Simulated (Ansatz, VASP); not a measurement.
# One calculation of Te, two programs

```
CELL_PARAMETERS angstrom
2.30590 1.33131 1.69095
-2.30590 1.33131 1.69095
0.00000 -2.66263 1.69095
ATOMIC_POSITIONS crystal
Te 0.50000 0.50000 0.50000
```

Alike in both runs: task relaxation of cell and atoms; functional PBEsol; k mesh 15 × 15 × 15; occupations gaussian, width 0.1 eV; no spin polarisation.

|  | VASP | Ansatz |
| --- | --- | --- |
| version | VASP 6.6.1 | Ansatz 0.2.0 |
| potentials or method | VASP PAW PBE potentials, release 64 (Te), cutoff 600 eV | scalar-relativistic, plane waves, PAW |
| valence electrons in the cell | 6 | 16 |

```tsv
	VASP	Ansatz	Ansatz less VASP
gap on the k mesh at the Fermi level, each at its own relaxed structure (eV)	none	none	-
relaxed volume (Å³/atom)	31.20	31.18	-0.022
relaxed length of the cell vector where the two differ most in proportion (Å)	3.149	3.148	-0.0007
```

VASP's potentials were made for PBE, not for PBEsol. A gap of «none» marks a metal or a gap that the smearing closes. VASP's potentials hold 6 valence electrons a cell and Ansatz's 16, so a difference there can come from the potentials and not from the codes.

Neither program's run includes spin-orbit coupling.
